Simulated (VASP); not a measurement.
## KMgF3: single point with PBEsol

The system is KMgF3.

```
K Mg F
1.0
     3.98590    0.00000    0.00000
     0.00000    3.98590    0.00000
     0.00000    0.00000    3.98590
K Mg F
1 1 3
Cartesian
  1.9929 1.9929 1.9929
  0.0000 0.0000 0.0000
  1.9929 0.0000 0.0000
  0.0000 1.9929 0.0000
  0.0000 0.0000 1.9929
```

* Program: VASP 6.6.1
* Task: single point
* Functional: PBEsol
* Potentials or basis: VASP PAW PBE potentials, release 64 (K_sv, Mg, F)
* Cutoff: 520 eV
* k mesh: 6 × 6 × 6
* Occupations: gaussian, width 0.05 eV
* Spin: no spin polarisation

```yaml
Pressure: -0.1 GPa
Band_gap_on_the_k_mesh: 7.12 eV, indirect (least direct gap 7.45 eV)
```

Levels at points of the mesh, in eV from the valence-band top:
| k point | band 13 | band 14 | band 15 | band 16 | band 17 | band 18 | band 19 | band 20 |
| --- | --- | --- | --- | --- | --- | --- | --- | --- |
| (0.00, 0.00, 0.00) | -0.63 | -0.32 | -0.32 | -0.32 | 7.12 | 9.94 | 9.94 | 12.14 |
| (0.50, 0.00, 0.00) | -0.88 | -0.88 | -0.54 | -0.54 | 9.96 | 10.29 | 11.01 | 12.74 |
| (0.50, 0.50, 0.00) | -1.06 | -0.91 | -0.91 | -0.02 | 10.81 | 11.58 | 12.44 | 12.44 |
| (0.50, 0.50, 0.50) | -1.13 | 0.00 | 0.00 | 0.00 | 10.31 | 10.31 | 10.31 | 13.80 |

It took 38 s on 1 thread of Intel(R) Xeon(R) Platinum 8259CL CPU @ 2.50GHz (Skylake/Cascade Lake) (shared host), peak memory 0.18 GiB.

Caveat: the PAW data sets were made with another functional, which shifts forces and pressure a little. A k mesh can miss the band edges.
